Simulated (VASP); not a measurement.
# Al5C3 (Im-3m) in VASP: a series of runs

The runs below take Al5C3 through single point, relaxation of cell and atoms, with PBE.

Program: VASP 6.6.1. These are calculated values, not measurements. Logs are shortened: lines on timing, memory, paths and dates and some standing lists are left out, and cuts for length are marked.

**1. The cell of the first run**

It takes space group Im-3m (No. 229, cubic). Conventional cell: a = 5.771 Å, b = 5.771 Å, c = 5.771 Å, α = 90.00°, β = 90.00°, γ = 90.00°. Within 3.3 Å of Al (site symmetry -3m) lie 8 Al at 2.50 to 2.89 Å and 6 C at 2.50 Å. Within 3.3 Å of Al (site symmetry m-3m) lie 8 Al at 2.50 Å and 6 C at 2.89 Å. C (site symmetry 4/mmm) has 10 Al at 2.50 to 2.89 Å and 4 C at 2.89 Å within 3.3 Å.

**2. Single point, PBE**

Input file INCAR:

```
SYSTEM = Al5C3
PREC = Accurate
ENCUT = 520
EDIFF = 1E-6
ISMEAR = 0
SIGMA = 0.1
LREAL = .FALSE.
LASPH = .TRUE.
NELM = 100
ALGO = Normal
ISIF = 2
LWAVE = .FALSE.
LCHARG = .FALSE.
GGA = PE
NBANDS = 24
```

Input file KPOINTS:

```
Automatic mesh
0
G
  10 10 10
  0 0 0
```

Input file POSCAR:

```
Al5C3
1.0
   -2.8857148043      2.8857148043      2.8857148043
    2.8857148043     -2.8857148043      2.8857148043
    2.8857148043      2.8857148043     -2.8857148043
Al C
5 3
Direct
    0.5000000000      0.5000000000      0.5000000000
    0.0000000000      0.0000000000      0.5000000000
    0.0000000000      0.5000000000      0.0000000000
    0.5000000000      0.0000000000      0.0000000000
    0.0000000000      0.0000000000      0.0000000000
    0.0000000000      0.5000000000      0.5000000000
    0.5000000000      0.0000000000      0.5000000000
    0.5000000000      0.5000000000      0.0000000000
```

Potentials or basis: VASP PAW PBE potentials, release 64 (Al, C).

Run with:

```sh
cat potpaw_PBE.64/Al/POTCAR potpaw_PBE.64/C/POTCAR > POTCAR
mpirun -np 1 vasp_std > vasp.out
```

OUTCAR:

```text
SYSTEM = Al5C3
   PREC = Accurate
   ENCUT = 520
   EDIFF = 1E-6
   ISMEAR = 0
   LREAL = .FALSE.
   LASPH = .TRUE.
   NELM = 100
   ISIF = 2
   GGA = PE

 ion  position               nearest neighbor table
   1  0.500  0.500  0.500-   5 2.50   6 2.50   7 2.50   8 2.50   8 2.50   7 2.50   6 2.50   5 2.50
                             4 2.89   4 2.89   2 2.89   3 2.89   2 2.89   3 2.89
   2  0.000  0.000  0.500-   5 2.50   6 2.50   7 2.50   8 2.50   5 2.50   6 2.50   7 2.50   8 2.50
                             4 2.89   3 2.89   1 2.89   4 2.89   1 2.89   3 2.89
   3  0.000  0.500  0.000-   5 2.50   6 2.50   7 2.50   8 2.50   6 2.50   5 2.50   8 2.50   7 2.50
                             4 2.89   2 2.89   1 2.89   1 2.89   4 2.89   2 2.89
   4  0.500  0.000  0.000-   5 2.50   6 2.50   7 2.50   8 2.50   7 2.50   8 2.50   5 2.50   6 2.50
                             3 2.89   1 2.89   1 2.89   2 2.89   3 2.89   2 2.89
   5  0.000  0.000  0.000-   1 2.50   2 2.50   3 2.50   4 2.50   2 2.50   3 2.50   4 2.50   1 2.50

   6  0.000  0.500  0.500-   1 2.50   2 2.50   3 2.50   4 2.50   3 2.50   2 2.50   1 2.50   4 2.50

   7  0.500  0.000  0.500-   1 2.50   2 2.50   3 2.50   4 2.50   4 2.50   1 2.50   2 2.50   3 2.50

   8  0.500  0.500  0.000-   1 2.50   2 2.50   3 2.50   4 2.50   1 2.50   4 2.50   3 2.50   2 2.50

  LATTYP: Found a body centered cubic cell.
 ALAT       =     5.7714296086

  Lattice vectors:

 A1 = (  -2.8857148043,   2.8857148043,   2.8857148043)
 A2 = (   2.8857148043,  -2.8857148043,   2.8857148043)
 A3 = (   2.8857148043,   2.8857148043,  -2.8857148043)

Analysis of symmetry for initial positions (statically):
=====================================================================
 Subroutine PRICEL returns:
 Original cell was already a primitive cell.

 Routine SETGRP: Setting up the symmetry group for a
 body centered cubic supercell.

 Subroutine GETGRP returns: Found 48 space group operations
 (whereof 48 operations were pure point group operations)
 out of a pool of 48 trial point group operations.

The static configuration has the point symmetry O_h .

Analysis of symmetry for dynamics (positions and initial velocities):
=====================================================================
 Subroutine PRICEL returns:
 Original cell was already a primitive cell.

 Routine SETGRP: Setting up the symmetry group for a
 body centered cubic supercell.

 Subroutine GETGRP returns: Found 48 space group operations
 (whereof 48 operations were pure point group operations)
 out of a pool of 48 trial point group operations.

The dynamic configuration has the point symmetry O_h .

[... 113 lines left out ...]
   NSW    =      0    number of steps for IOM
   IBRION =     -1    ionic relax: 0-MD 1-quasi-New 2-CG
   NFREE  =      0    steps in history (QN), initial steepest desc. (CG)
   ISIF   =      2    stress and relaxation
   ISYM   =      2    0-nonsym 1-usesym 2-fastsym
   POTIM  = 0.5000    time-step for ionic-motion
   TEBEG  =    0.0;   TEEND  =   0.0 temperature during run
   PSTRESS=    0.0 pullay stress
   NELECT =      27.0000    total number of electrons
   NUPDOWN=      -1.0000    fix difference up-down
   EMIN   =  10.00;   EMAX   =-10.00  energy-range for DOS
   EFERMI =   0.00;   METHOD = LEGACY
   ISMEAR =     0;   SIGMA  =   0.10  broadening in eV -4-tet -1-fermi 0-gaus
   EFERMI_NEDOS =   21; number of points for ismear=-14 and -15
   IALGO  =     38    algorithm
   IMIX   =      4    mixing-type and parameters
     AMIX     =   0.40;   BMIX     =  1.00
     AMIX_MAG =   1.60;   BMIX_MAG =  1.00
  volume/ion in A,a.u.               =      12.02        81.08
  Fermi-wavevector in a.u.,A,eV,Ry     =   1.072151  2.026072 15.640007  1.149508
  Thomas-Fermi vector in A             =   2.207913
   LORBIT       =      0    0 simple, 1 ext, 2 COOP (PROOUT), +10 PAW based schemes
   GGA     = PE    functional components
   LHFCALC =     F    Hartree Fock is set to
   AEXX    =    0.0000 exact exchange contribution
   IVDW    =     0    specifies the selected vdW correction
   LEPSILON=     F    determine dielectric tensor
   LRPA    =     F    only Hartree local field effects (RPA)
 non-spin polarized calculation
 Gauss-broadening in eV      SIGMA  =   0.10
  energy-cutoff  :      520.00
  volume of cell :       96.12
 maximum number of plane-waves:      2608
 NGX is ok and might be reduce to    40
   NGX = 19   NGY = 19   NGZ = 19

 number of electron      26.9999999 magnetization

 Free energy of the ion-electron system (eV)
  ---------------------------------------------------
  ext. energy  EPLUGINS =         0.00000000
  ---------------------------------------------------
  free energy    TOTEN  =       -35.56912356 eV

  energy without entropy =      -35.55283931  energy(sigma->0) =      -35.56098143

 E-fermi :   8.5059     XC(G=0): -11.0254

 val. band max:        8.4864563058   @ k =  -0.2000   0.2000   0.1000
 cond. band min:       8.5304777621   @ k =  -0.4000   0.4000   0.4000
 fundamental gap:      0.0440214563
 Fermi energy:         8.5059309636

 k-point     1 :       0.0000    0.0000    0.0000
  band No.  band energies     occupation
      1      -5.3770      2.00000
      2      -0.7652      2.00000
      3      -0.7652      2.00000
      4       3.0351      2.00000
      5       3.0902      2.00000
      6       3.0902      2.00000
[... 637 lines left out ...]
     23      14.9652      0.00000
     24      15.3282      0.00000

 [... further k-points ...]
[... 5 lines left out ...]
  --------------------------------------------------------------------------------------
  -------------------------------------------------------------------------------------
  Total        0.0074513      0.0074513      0.0074513     -0.0000000     -0.0000000      0.0000000
  in kB        0.1242006      0.1242006      0.1242006     -0.0000000     -0.0000000      0.0000000
  external PRESSURE =       0.1242006 kB  Pullay stress =       0.0000000 kB

 VOLUME and BASIS-vectors are now :
 -----------------------------------------------------------------------------
  energy-cutoff  :      520.00
  volume of cell :       96.12
      direct lattice vectors                 reciprocal lattice vectors
    -2.885714804  2.885714804  2.885714804     0.000000000  0.173267296  0.173267296
     2.885714804 -2.885714804  2.885714804     0.173267296  0.000000000  0.173267296
     2.885714804  2.885714804 -2.885714804     0.173267296  0.173267296  0.000000000

 POSITION                                       TOTAL-FORCE (eV/Angst)
 -----------------------------------------------------------------------------------
      1.44286      1.44286      1.44286         0.000000     -0.000000      0.000000
      1.44286      1.44286     -1.44286         0.000000     -0.000000      0.000000
      1.44286     -1.44286      1.44286         0.000000     -0.000000      0.000000
     -1.44286      1.44286      1.44286         0.000000     -0.000000      0.000000
      0.00000      0.00000      0.00000         0.000000     -0.000000      0.000000
      2.88571      0.00000      0.00000        -0.000000      0.000000     -0.000000
      0.00000      2.88571      0.00000        -0.000000      0.000000      0.000000
      0.00000      0.00000      2.88571        -0.000000      0.000000     -0.000000
 -----------------------------------------------------------------------------------
    total drift:                               -0.000000     -0.000000      0.000000

  FREE ENERGIE OF THE ION-ELECTRON SYSTEM (eV)
  ---------------------------------------------------
  free  energy   TOTEN  =       -35.5691235591 eV

  energy  without entropy=      -35.5528393060  energy(sigma->0) =      -35.56098143
```

OSZICAR:

```text
N       E                     dE             d eps       ncg     rms          rms(c)
DAV:   1     0.471741550024E+02    0.47174E+02   -0.10596E+04  2256   0.928E+02
DAV:   2    -0.316695047966E+02   -0.78844E+02   -0.74244E+02  2936   0.150E+02
DAV:   3    -0.367522049649E+02   -0.50827E+01   -0.49678E+01  2936   0.332E+01
DAV:   4    -0.368252306193E+02   -0.73026E-01   -0.72842E-01  2672   0.442E+00
DAV:   5    -0.368263288757E+02   -0.10983E-02   -0.10978E-02  2952   0.542E-01    0.623E+00
DAV:   6    -0.357364686307E+02    0.10899E+01   -0.53398E+00  2736   0.882E+00    0.276E+00
DAV:   7    -0.356124001647E+02    0.12407E+00   -0.67027E-01  2664   0.389E+00    0.182E+00
DAV:   8    -0.355754473796E+02    0.36953E-01   -0.10966E-01  2968   0.146E+00    0.467E-01
DAV:   9    -0.355695441426E+02    0.59032E-02   -0.13936E-02  2896   0.535E-01    0.233E-01
DAV:  10    -0.355691423549E+02    0.40179E-03   -0.11588E-03  2864   0.179E-01    0.128E-01
DAV:  11    -0.355691309350E+02    0.11420E-04   -0.17480E-04  2792   0.609E-02    0.410E-02
DAV:  12    -0.355691236653E+02    0.72697E-05   -0.19297E-05  2872   0.177E-02    0.126E-02
DAV:  13    -0.355691235591E+02    0.10625E-06   -0.35693E-06  2736   0.880E-03
   1 F= -.35569124E+02 E0= -.35560981E+02  d E =-.162843E-01
```

Wall time 93 s (1 thread of Intel Xeon Platinum 8259CL at 2.50GHz (Skylake/Cascade Lake), shared host); peak memory 0.27 GiB.

What came out:

```
Free energy : -35.5691 eV
Pressure    : 0.0 GPa
```

[end of part 1 of 2]
